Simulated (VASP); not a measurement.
ScAs6:

```
Sc As
1.0
     2.55855   -5.45686    0.00000
     2.55855    5.45686    0.00000
     0.00000    0.00000    3.63653
Sc As
1 6
Direct
  0.50000 0.50000 0.00000
  0.10192 0.32163 0.50000
  0.89808 0.67837 0.50000
  0.32163 0.10192 0.50000
  0.67837 0.89808 0.50000
  0.00000 0.50000 0.00000
  0.50000 0.00000 0.00000
```

The cell was generated, and may not be a known phase.

| Property | Result |
| --- | --- |
| Program | VASP 6.6.1 |
| Task | relaxation of cell and atoms |
| Functional | PBE |
| Potentials or basis | VASP PAW PBE potentials, release 64 (Sc_sv, As) |
| Cutoff | 600 eV |
| k mesh | 4 × 4 × 6 |
| Occupations | gaussian, width 0.1 eV |
| Spin | no spin polarisation |

At the start: pressure 66.0 GPa; volume 14.51 Å³/atom.

Q: How do energy, volume and symmetry change on relaxing?

A: Over 21 steps the energy falls by 1143.1 meV/atom and the volume is 21.17 Å³/atom (+45.9 %); space group Cmmm (No. 65, to 0.1 Å) before and after.

The path:
```
step  energy change (eV)  largest force (eV/Å)  pressure (GPa)  volume (Å³)
   1              0.0000                3.0968           66.01       101.54
   2             -4.0550                0.3602          -12.11       217.04
   3             -7.5028                0.4452           -0.87       152.12
   4             -7.5069                0.4457           -0.33       150.98
   5             -7.5072                0.4458            0.21       149.86
   6             -7.6347                0.2052           -0.10       150.16
   7             -7.6511                0.5349           -0.07       150.54
   8             -7.7281                0.2152           -0.31       150.46
   9             -7.8109                0.2802           -0.27       149.67
  10             -7.8424                0.4264           -0.15       149.03
  11             -7.8352                0.6723            0.19       147.49
  12             -7.8568                0.5352           -0.06       148.50
  13             -7.9320                0.4205           -0.12       147.97
  14             -7.9469                0.3162           -0.04       147.63
  15             -7.9863                0.2120            0.34       147.21
  16             -7.9868                0.2306            0.41       147.16
  17             -7.9987                0.0829           -0.32       148.71
  18             -7.9987                0.0882           -0.28       148.62
  19             -8.0012                0.0436            0.16       147.74
  20             -8.0013                0.0451            0.14       147.79
  21             -8.0017                0.0095           -0.09       148.16
```

Final structure:
```cif
data_structure
_symmetry_space_group_name_H-M 'P 1'
_symmetry_Int_Tables_number 1
_cell_length_a 7.6464
_cell_length_b 7.6464
_cell_length_c 3.7071
_cell_angle_alpha 90.000
_cell_angle_beta 90.000
_cell_angle_gamma 136.876
_cell_volume 148.16
loop_
_atom_site_label
_atom_site_type_symbol
_atom_site_fract_x
_atom_site_fract_y
_atom_site_fract_z
_atom_site_occupancy
Sc1 Sc 0.50000 0.50000 0.00000 1
As1 As 0.11203 0.33461 0.50000 1
As2 As 0.88796 0.66539 0.50000 1
As3 As 0.33461 0.11203 0.50000 1
As4 As 0.66539 0.88796 0.50000 1
As5 As 0.00000 0.50000 0.00000 1
As6 As 0.50000 0.00000 0.00000 1
```

Caveat: the volume moved by over 15 % at a fixed basis, so the end points are rough; an odd number of electrons without spin polarisation forces a metal; a magnetic or distorted state may lie lower.
